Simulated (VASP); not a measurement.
A run of VASP 6.6.1 is set up as follows.

The input INCAR:

```
PREC = Accurate
ENCUT = 520
EDIFF = 1E-6
ISMEAR = -1
SIGMA = 0.15
LREAL = F
LASPH = T
NELM = 80
ALGO = Normal
ISIF = 2
LWAVE = F
LCHARG = F
GGA = PS
NBANDS = 15
```

Contents of KPOINTS:

```
regular mesh
0
Gamma
  11 11 10
```

Contents of POSCAR:

```
TaN
1.0
    2.9861724963      0.0000000000      0.0000000000
   -1.4930862482      2.5861016115      0.0000000000
    0.0000000000      0.0000000000      2.9302706967
Ta N
1 1
Direct
    0.3333333333      0.6666666667      0.5000000000
    0.0000000000      0.0000000000      0.0000000000
```

Potentials or basis: VASP PAW PBE potentials, release 64 (Ta_pv, N).

The run is started by

```console
$ cat potpaw_PBE.64/Ta_pv/POTCAR potpaw_PBE.64/N/POTCAR > POTCAR
$ mpirun -np 1 vasp_std > vasp.out
```

Task: Predict the band gap on the k mesh.

Result: Zero (band 8 reaches 7.97 eV, above the bottom of band 9 at 7.50 eV).

Task: What does it give for the pressure?

Result: -19.3 GPa.

Stress tensor (GPa, compression positive):
```
-18.56   0.00   0.00
  0.00 -18.56   0.00
  0.00   0.00 -20.66
```

Caveat: the PAW data sets were made with another functional, which shifts forces and pressure a little; spin-orbit coupling is left out, which moves the levels of the heavy elements.
